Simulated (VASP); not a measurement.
# Al8N7 (a cell with a defect) in VASP: further runs

Runs on Al8N7 (a cell with a defect). Level: LDA. Tasks: single point.

Program: VASP 6.6.1. These are calculated values, not measurements. Logs are shortened: lines on timing, memory, paths and dates and some standing lists are left out, and cuts for length are marked.

### Step 1. The cell of the first run

The cell holds a defect, 15 atoms: a = 5.672 Å, b = 5.672 Å, c = 5.672 Å, α = 60.00°, β = 60.00°, γ = 60.00°.

### Step 2. Single point, LDA

INCAR reads:

```
PREC = Accurate
ENCUT = 520
EDIFF = 1E-6
ISMEAR = 0
SIGMA = 0.05
LREAL = Auto
LASPH = True
NELM = 100
ALGO = Normal
ISIF = 2
LWAVE = False
LCHARG = True
GGA = CA
LELF = True
LVHAR = True
NELECT = 56.0
NBANDS = 42
```

KPOINTS reads:

```
Automatic mesh
0
Gamma
  4 4 4
```

POSCAR reads:

```
Al8N7
1.0
   -4.0109247379      4.0109247379      0.0000000000
   -4.0109247379      0.0000000000      4.0109247379
    0.0000000000      4.0109247379      4.0109247379
Al N
8 7
Direct
    0.7500000000      0.7500000000      0.7500000000
    0.2500000000      0.7500000000      0.7500000000
    0.7500000000      0.2500000000      0.7500000000
    0.7500000000      0.7500000000      0.2500000000
    0.2500000000      0.2500000000      0.7500000000
    0.2500000000      0.7500000000      0.2500000000
    0.7500000000      0.2500000000      0.2500000000
    0.2500000000      0.2500000000      0.2500000000
    0.3592473244      0.9532526756      0.4532526756
    1.0000000000      0.5000000000      0.5000000000
    1.0000000000      1.0000000000      0.0000000000
    0.5000000000      0.5000000000      0.5000000000
    0.5000000000      1.0000000000      0.0000000000
    1.0000000000      0.5000000000      0.0000000000
    0.5000000000      0.5000000000      0.0000000000
```

Potentials or basis: VASP PAW LDA potentials, release 64 (Al, N).

Command:

```sh
$ cat potpaw_LDA.64/Al/POTCAR potpaw_LDA.64/N/POTCAR > POTCAR
$ mpirun -np 1 vasp_std > vasp.out
```

OUTCAR:

```text
PREC = Accurate
   ENCUT = 520
   EDIFF = 1E-6
   ISMEAR = 0
   LREAL = Auto
   LASPH = True
   NELM = 100
   ISIF = 2
   GGA = CA
   NELECT = 56.0

 ion  position               nearest neighbor table
   1  0.750  0.750  0.750-  10 2.01  13 2.01  14 2.01  15 2.01   3 2.84   4 2.84   2 2.84   4 2.84
                             6 2.84   7 2.84   3 2.84   5 2.84   7 2.84   2 2.84   5 2.84   6 2.84
   2  0.250  0.750  0.750-   9 1.51  11 2.01  12 2.01  14 2.01  15 2.01   6 2.84   1 2.84   5 2.84
                             4 2.84   6 2.84   8 2.84   3 2.84   5 2.84   8 2.84   1 2.84   3 2.84
   3  0.750  0.250  0.750-  10 2.01  11 2.01  12 2.01  13 2.01  15 2.01   7 2.84   1 2.84   5 2.84
                             4 2.84   7 2.84   8 2.84   1 2.84   2 2.84   4 2.84   2 2.84   5 2.84
   4  0.750  0.750  0.250-   9 1.95  10 2.01  11 2.01  12 2.01  13 2.01  14 2.01   1 2.84   6 2.84
                             7 2.84   1 2.84   2 2.84   3 2.84   3 2.84   7 2.84   8 2.84   2 2.84
   5  0.250  0.250  0.750-  10 2.01  11 2.01  12 2.01  13 2.01  14 2.01   8 2.84   2 2.84   3 2.84
                             6 2.84   7 2.84   8 2.84   1 2.84   2 2.84   6 2.84   1 2.84   3 2.84
   6  0.250  0.750  0.250-  10 2.01  11 2.01  12 2.01  13 2.01  15 2.01   9 2.41   2 2.84   4 2.84
                             8 2.84   1 2.84   2 2.84   5 2.84   5 2.84   7 2.84   8 2.84   1 2.84
   7  0.750  0.250  0.250-  11 2.01  12 2.01  14 2.01  15 2.01   4 2.84   8 2.84   3 2.84   1 2.84
                             3 2.84   5 2.84   1 2.84   4 2.84   6 2.84   5 2.84   6 2.84   8 2.84
   8  0.250  0.250  0.250-   9 1.51  10 2.01  13 2.01  14 2.01  15 2.01   7 2.84   5 2.84   6 2.84
                             2 2.84   3 2.84   5 2.84   2 2.84   4 2.84   6 2.84   3 2.84   4 2.84
   9  0.359  0.953  0.453-   2 1.51   8 1.51   4 1.95   6 2.41
  10  0.000  0.500  0.500-   1 2.01   3 2.01   4 2.01   5 2.01   6 2.01   8 2.01
  11  0.000  0.000  0.000-   2 2.01   3 2.01   4 2.01   5 2.01   6 2.01   7 2.01
  12  0.500  0.500  0.500-   2 2.01   3 2.01   4 2.01   5 2.01   6 2.01   7 2.01
  13  0.500  0.000  0.000-   1 2.01   3 2.01   4 2.01   5 2.01   6 2.01   8 2.01
  14  0.000  0.500  0.000-   1 2.01   2 2.01   4 2.01   5 2.01   7 2.01   8 2.01
  15  0.500  0.500  0.000-   1 2.01   2 2.01   3 2.01   6 2.01   7 2.01   8 2.01

  LATTYP: Found a face centered cubic cell.
 ALAT       =     8.0218494758

  Lattice vectors:

 A1 = (  -4.0109247379,   4.0109247379,   0.0000000000)
 A2 = (  -4.0109247379,   0.0000000000,   4.0109247379)
 A3 = (   0.0000000000,   4.0109247379,   4.0109247379)

Analysis of symmetry for initial positions (statically):
=====================================================================
 Subroutine PRICEL returns:
 Original cell was already a primitive cell.

 Routine SETGRP: Setting up the symmetry group for a
 face centered cubic supercell.

[... 168 lines left out ...]
  Thomas-Fermi vector in A             =   2.373898
   LORBIT       =      0    0 simple, 1 ext, 2 COOP (PROOUT), +10 PAW based schemes
   GGA     = CA    functional components
   LHFCALC =     F    Hartree Fock is set to
   AEXX    =    0.0000 exact exchange contribution
   IVDW    =     0    specifies the selected vdW correction
   LEPSILON=     F    determine dielectric tensor
   LRPA    =     F    only Hartree local field effects (RPA)
 non-spin polarized calculation
 Gauss-broadening in eV      SIGMA  =   0.05
  energy-cutoff  :      520.00
  volume of cell :      129.05
 maximum number of plane-waves:      3511
   NGX = 21   NGY = 21   NGZ = 21

 number of electron      55.9999990 magnetization

 Free energy of the ion-electron system (eV)
  ---------------------------------------------------
  ext. energy  EPLUGINS =         0.00000000
  ---------------------------------------------------
  free energy    TOTEN  =      -139.74262733 eV

  energy without entropy =     -139.73909383  energy(sigma->0) =     -139.74086058

 E-fermi :   9.3596     XC(G=0): -12.1233

 val. band max:        9.3348282209   @ k =   0.0000   0.2500   0.0000
 cond. band min:       9.3877546379   @ k =   0.0000   0.5000   0.0000
 fundamental gap:      0.0529264170
 Fermi energy:         9.3595732995

 k-point     1 :       0.0000    0.0000    0.0000
  band No.  band energies     occupation
      1      -7.8132      2.00000
      2      -5.3430      2.00000
      3      -4.6570      2.00000
      4      -4.3965      2.00000
      5      -3.6874      2.00000
      6      -3.6446      2.00000
[... 1021 lines left out ...]
     39      18.6555      0.00000
     40      18.7844      0.00000
 [bands above 40 left out]

------------------------ aborting loop because EDIFF is reached ----------------------------------------

  FORCE on cell =-STRESS in cart. coord.  units (eV):
  Direction    XX          YY          ZZ          XY          YZ          ZX
  --------------------------------------------------------------------------------------
  -------------------------------------------------------------------------------------
  Total      -17.6464804    -17.6464804    -25.3412296     14.9554781     -1.3002452      1.3002452
  in kB     -219.0812180   -219.0812180   -314.6116007    185.6723987    -16.1425562     16.1425562
  external PRESSURE =    -250.9246789 kB  Pullay stress =       0.0000000 kB

 VOLUME and BASIS-vectors are now :
 -----------------------------------------------------------------------------
  energy-cutoff  :      520.00
  volume of cell :      129.05
      direct lattice vectors                 reciprocal lattice vectors
    -4.010924738  4.010924738  0.000000000    -0.124659532  0.124659532 -0.124659532
    -4.010924738  0.000000000  4.010924738    -0.124659532 -0.124659532  0.124659532
     0.000000000  4.010924738  4.010924738     0.124659532  0.124659532  0.124659532

 POSITION                                       TOTAL-FORCE (eV/Angst)
 -----------------------------------------------------------------------------------
     -6.01639      6.01639      6.01639         3.185562      2.355051      0.060472
     -4.01092      4.01092      6.01639        11.999011      9.033452      3.119454
     -4.01092      6.01639      4.01092         0.192883     -0.192883      3.082516
     -6.01639      4.01092      4.01092         0.305458     -0.305458     -2.082708
     -2.00546      4.01092      4.01092         0.132749     -0.132749      1.995488
     -4.01092      2.00546      4.01092        -0.271876      0.271876     -2.942506
     -4.01092      4.01092      2.00546        -2.355051     -3.185562      0.060472
     -2.00546      2.00546      2.00546        -9.033452    -11.999011      3.119454
     -5.26434      3.25888      5.64139        -4.951072      4.951072     -1.710488
     -2.00546      2.00546      4.01092        -0.296837     -0.410873      0.892590
      0.00000      0.00000      0.00000         0.410873      0.296837      0.892590
     -4.01092      4.01092      4.01092         1.749523      0.954970     -3.204094
     -2.00546      2.00546      0.00000        -0.954970     -1.749523     -3.204094
     -2.00546      0.00000      2.00546        -0.052913      0.052913     -0.023924
     -4.01092      2.00546      2.00546        -0.059889      0.059889     -0.055222
 -----------------------------------------------------------------------------------
    total drift:                               -0.001266      0.001266     -0.000566

  FREE ENERGIE OF THE ION-ELECTRON SYSTEM (eV)
  ---------------------------------------------------
  free  energy   TOTEN  =      -139.7426273258 eV

  energy  without entropy=     -139.7390938301  energy(sigma->0) =     -139.74086058
```

OSZICAR:

```text
N       E                     dE             d eps       ncg     rms          rms(c)
DAV:   1     0.157412725837E+03    0.15741E+03   -0.26190E+04  2016   0.121E+03
DAV:   2    -0.138654814206E+03   -0.29607E+03   -0.28207E+03  2486   0.233E+02
DAV:   3    -0.155969103918E+03   -0.17314E+02   -0.17192E+02  2464   0.582E+01
DAV:   4    -0.156126211107E+03   -0.15711E+00   -0.15684E+00  2504   0.607E+00
DAV:   5    -0.156127906159E+03   -0.16951E-02   -0.16943E-02  2536   0.624E-01    0.226E+01
DAV:   6    -0.140284860414E+03    0.15843E+02   -0.61749E+01  2216   0.316E+01    0.912E+00
DAV:   7    -0.139957552361E+03    0.32731E+00   -0.36936E+00  2428   0.920E+00    0.511E+00
DAV:   8    -0.139794139961E+03    0.16341E+00   -0.41139E-01  2432   0.311E+00    0.265E+00
DAV:   9    -0.139745690999E+03    0.48449E-01   -0.14358E-01  2470   0.189E+00    0.497E-01
DAV:  10    -0.139743522329E+03    0.21687E-02   -0.15833E-02  2464   0.647E-01    0.369E-01
DAV:  11    -0.139742825859E+03    0.69647E-03   -0.49290E-03  2622   0.349E-01    0.206E-01
DAV:  12    -0.139742672266E+03    0.15359E-03   -0.72188E-04  2408   0.126E-01    0.856E-02
DAV:  13    -0.139742636245E+03    0.36021E-04   -0.16272E-04  2392   0.664E-02    0.352E-02
DAV:  14    -0.139742628242E+03    0.80032E-05   -0.19835E-05  2488   0.235E-02    0.183E-02
DAV:  15    -0.139742627326E+03    0.91603E-06   -0.70561E-06  2448   0.131E-02
   1 F= -.13974263E+03 E0= -.13974086E+03  d E =-.353350E-02
```

stdout:

```text
POSCAR found type information on POSCAR AlN
 POSCAR found :  2 types and      15 ions
 scaLAPACK will be used
 LDA part: xc-table for (Slater(with rela. corr.)+CA(PZ))
 , standard interpolation
 POSCAR, INCAR and KPOINTS ok, starting setup
 FFT: planning ... GRIDC
 FFT: planning ... GRID_SOFT
 FFT: planning ... GRID
 WAVECAR not read
 entering main loop
 the old and the new charge density differ
 old charge density:    59.00000 new   56.00000
    0.226E+01
```

Wall time 4.4 min (1 thread of Intel Xeon Platinum 8488C (Sapphire Rapids), shared host); peak memory 0.24 GiB.

What came out:

- Free energy: -139.7426 eV
- Largest force: 15.340 eV/Å

Forces on the atoms (eV/Å):
```
Al    3.186   2.355   0.060
Al   11.999   9.033   3.119
Al    0.193  -0.193   3.083
Al    0.305  -0.305  -2.083
Al    0.133  -0.133   1.995
Al   -0.272   0.272  -2.943
Al   -2.355  -3.186   0.060
Al   -9.033 -11.999   3.119
N    -4.951   4.951  -1.710
N    -0.297  -0.411   0.893
N     0.411   0.297   0.893
N     1.750   0.955  -3.204
N    -0.955  -1.750  -3.204
N    -0.053   0.053  -0.024
N    -0.060   0.060  -0.055
```

Caveat: the cell carries a net charge on a neutralising background, which shifts energy and pressure; the cell differs from its parent crystal (atoms taken out, atom 9 moved 0.375 of the way to it and -0.375 Å across, host rigid); the cell is charged against a uniform background, so pressure and absolute levels hang on convention.

### Step 3. Single point, LDA

INCAR reads:

```
  ALGO = Normal
  EDIFF = 1E-7
  ENCUT = 520
  ISIF = 2
  ISMEAR = 0
  LASPH = T
  LCHARG = T
  LELF = T
  LREAL = Auto
  LVHAR = T
  LWAVE = F
  NBANDS = 42
  NELECT = 56.0
  NELM = 60
  PREC = Accurate
  SIGMA = 0.05
```

KPOINTS reads:

```
k-points
0
Gamma
  4 4 4
```

POSCAR: that of step 2 with these lines changed.

```diff
@@ -16,3 +16,3 @@
     0.2500000000      0.2500000000      0.2500000000
-    0.3592473244      0.9532526756      0.4532526756
+    0.6092473244      0.9532526756      0.4532526756
     1.0000000000      0.5000000000      0.5000000000
```

Potentials or basis: VASP PAW LDA potentials, release 64 (Al, N).

Command:

```sh
$ cat potpaw_LDA.64/Al/POTCAR potpaw_LDA.64/N/POTCAR > POTCAR
$ mpirun -np 1 vasp_std > vasp.out
```

Wall time 5.2 min (1 thread of Intel Xeon Platinum 8488C (Sapphire Rapids), shared host); peak memory 0.25 GiB.

The run converged. Its results:

```yaml
Free_energy: -143.9905 eV
Largest_force: 8.431 eV/Å
```

Forces on the atoms (eV/Å):
```
Al   2.669  1.659  0.166
Al   0.340  2.693 -0.254
Al  -0.097  0.097  2.585
Al   0.587 -0.587 -5.097
Al  -0.141  0.141  0.666
Al  -0.017  0.017 -2.609
Al  -1.659 -2.669  0.166
Al  -2.693 -0.340 -0.254
N    1.914 -1.914  7.985
N    0.096  1.457 -1.593
N   -1.457 -0.096 -1.593
N    0.359  0.003 -0.104
N   -0.003 -0.359 -0.104
N    0.034 -0.034 -0.012
N    0.069 -0.069  0.052
```

Levels at points of the mesh, in eV from the Fermi level:
| k point | band 26 | band 27 | band 28 | band 29 | band 30 | band 31 |
| --- | --- | --- | --- | --- | --- | --- |
| (0.00, 0.00, 0.00) | -0.45 | 0.14 | 0.17 | 0.33 | 4.59 | 5.75 |
| (0.50, 0.00, 0.00) | -0.70 | -0.29 | -0.06 | -0.01 | 2.64 | 5.45 |
| (0.00, 0.50, 0.00) | -0.41 | -0.07 | -0.01 | 0.02 | 2.47 | 4.91 |
| (0.50, 0.50, 0.50) | -0.69 | -0.39 | -0.07 | 0.09 | 2.51 | 5.48 |
| (0.50, 0.50, 0.00) | -0.75 | -0.71 | -0.33 | 0.60 | 2.48 | 4.74 |
| (0.00, 0.50, 0.50) | -0.72 | -0.71 | -0.33 | 0.56 | 2.29 | 4.63 |

Caveat: the cell carries a net charge on a neutralising background, which shifts energy and pressure; the cell differs from its parent crystal (atoms taken out, atom 9 moved -0.125 of the way to it and -0.375 Å across, host rigid); the cell is charged against a uniform background, so pressure and absolute levels hang on convention.

### Step 4. Single point, LDA

INCAR reads:

```
SYSTEM = Al8N7
PREC = Accurate
ENCUT = 520
EDIFF = 1E-6
ISMEAR = 0
SIGMA = 0.05
LREAL = Auto
LASPH = .True.
NELM = 60
ALGO = Normal
ISIF = 2
LWAVE = .False.
LCHARG = .False.
NELECT = 56.0
NBANDS = 42
```

KPOINTS reads:

```
regular mesh
0
Gamma
  4 4 4
  0 0 0
```

POSCAR: that of step 3 with these lines changed.

```diff
@@ -16,3 +16,3 @@
     0.2500000000      0.2500000000      0.2500000000
-    0.6092473244      0.9532526756      0.4532526756
+    0.3280824415      0.9844175585      0.4844175585
     1.0000000000      0.5000000000      0.5000000000
```

Command:

```sh
$ cat potpaw_LDA.64/Al/POTCAR potpaw_LDA.64/N/POTCAR > POTCAR
$ mpirun -np 1 vasp_std > vasp.out
```

Wall time 4 min (1 thread of Intel Xeon Platinum 8488C (Sapphire Rapids), shared host); peak memory 0.25 GiB.

It converged, with:

* Free energy: -139.2822 eV
* Largest force: 18.364 eV/Å

Forces on the atoms (eV/Å):
```
Al    3.277   2.310   0.014
Al   14.813  10.772   1.334
Al    0.016  -0.016   3.006
Al    0.565  -0.565  -1.373
Al    0.373  -0.373   1.530
Al   -0.197   0.197  -2.933
Al   -2.310  -3.277   0.014
Al  -10.772 -14.813   1.334
N    -6.362   6.362  -1.299
N    -0.519  -0.776   1.571
N     0.776   0.519   1.571
N     1.225   0.765  -2.376
N    -0.765  -1.225  -2.376
N    -0.024   0.024  -0.005
N    -0.097   0.097  -0.011
```

Levels at points of the mesh, in eV from the Fermi level:
```tsv
k point	band 25	band 26	band 27	band 28	band 29	band 30	band 31	band 32
(0.00, 0.00, 0.00)	-0.79	-0.59	-0.22	0.14	0.20	3.18	5.55	5.73
(0.50, 0.00, 0.00)	-0.91	-0.80	-0.64	-0.64	0.55	2.14	4.42	5.49
(0.00, 0.50, 0.00)	-1.14	-0.65	-0.16	-0.06	0.00	2.34	4.09	4.79
(0.50, 0.50, 0.50)	-0.89	-0.80	-0.64	-0.60	0.59	2.16	4.13	5.50
(0.50, 0.50, 0.00)	-0.93	-0.83	-0.83	-0.24	0.84	2.39	3.48	4.56
(0.00, 0.50, 0.50)	-1.24	-0.90	-0.67	-0.63	0.07	1.94	4.24	4.99
```

Caveat: the cell carries a net charge on a neutralising background, which shifts energy and pressure; the cell differs from its parent crystal (atoms taken out, atom 9 moved 0.375 of the way to it and -0.125 Å across, host rigid); the cell is charged against a uniform background, so pressure and absolute levels hang on convention.

### Step 5. Single point, LDA

INCAR reads:

```
PREC     = Accurate       # precision mode
ENCUT    = 520            # plane-wave cutoff, eV
EDIFF    = 1E-6           # SCF threshold, eV
ISMEAR   = 0              # smearing method
SIGMA    = 0.05           # smearing width, eV
LREAL    = Auto         
LASPH    = T              # aspherical terms in the spheres
NELM     = 60             # most SCF steps
ALGO     = Normal         # electronic algorithm
ISIF     = 2              # what is computed and relaxed
LWAVE    = F              # write WAVECAR
LCHARG   = F              # write CHGCAR
NBANDS   = 42             # bands
NELECT   = 56.0
```

KPOINTS reads:

```
regular mesh
0
Gamma
  4 4 4
```

POSCAR: that of step 4 with these lines changed.

```diff
@@ -16,3 +16,3 @@
     0.2500000000      0.2500000000      0.2500000000
-    0.3280824415      0.9844175585      0.4844175585
+    0.3905824415      0.9844175585      0.4844175585
     1.0000000000      0.5000000000      0.5000000000
```

Command:

```sh
$ cat potpaw_LDA.64/Al/POTCAR potpaw_LDA.64/N/POTCAR > POTCAR
$ mpirun -np 1 vasp_std > vasp.out
```

Run time: 3.7 min. Hardware: 1 thread of Intel Xeon Platinum 8488C (Sapphire Rapids), shared host; peak memory 0.24 GiB.

The run converged. Its results:

```
Free energy   : -142.7068 eV
Largest force : 9.232 eV/Å
```

Forces in eV/Å, atoms in the order of the input:
```
Al   3.127  1.260 -0.028
Al   7.697  5.065  0.580
Al   0.099 -0.099  2.902
Al   0.428 -0.428 -0.724
Al   0.368 -0.368  0.621
Al  -0.039  0.039 -2.898
Al  -1.260 -3.127 -0.028
Al  -5.065 -7.697  0.580
N   -6.299  6.299  0.371
N   -0.204 -0.573  1.094
N    0.573  0.204  1.094
N    1.106  0.316 -1.781
N   -0.316 -1.106 -1.781
N   -0.077  0.077  0.000
N   -0.137  0.137 -0.001
```

Levels at points of the mesh, in eV from the Fermi level:
```
           k point  band 26  band 27  band 28  band 29  band 30  band 31
(0.00, 0.00, 0.00)    -0.58    -0.05     0.20     0.28     4.12     5.79
(0.50, 0.00, 0.00)    -0.75    -0.43    -0.37     0.16     2.49     4.88
(0.00, 0.50, 0.00)    -0.64    -0.12     0.01     0.02     2.40     4.73
(0.50, 0.50, 0.50)    -0.74    -0.41    -0.37     0.16     2.55     4.72
(0.50, 0.50, 0.00)    -0.77    -0.74    -0.28     0.69     2.53     4.06
(0.00, 0.50, 0.50)    -0.75    -0.69    -0.45     0.32     2.15     4.59
```

Caveat: the cell carries a net charge on a neutralising background, which shifts energy and pressure; the cell differs from its parent crystal (atoms taken out, atom 9 moved 0.250 of the way to it and -0.125 Å across, host rigid); the cell is charged against a uniform background, so pressure and absolute levels hang on convention.
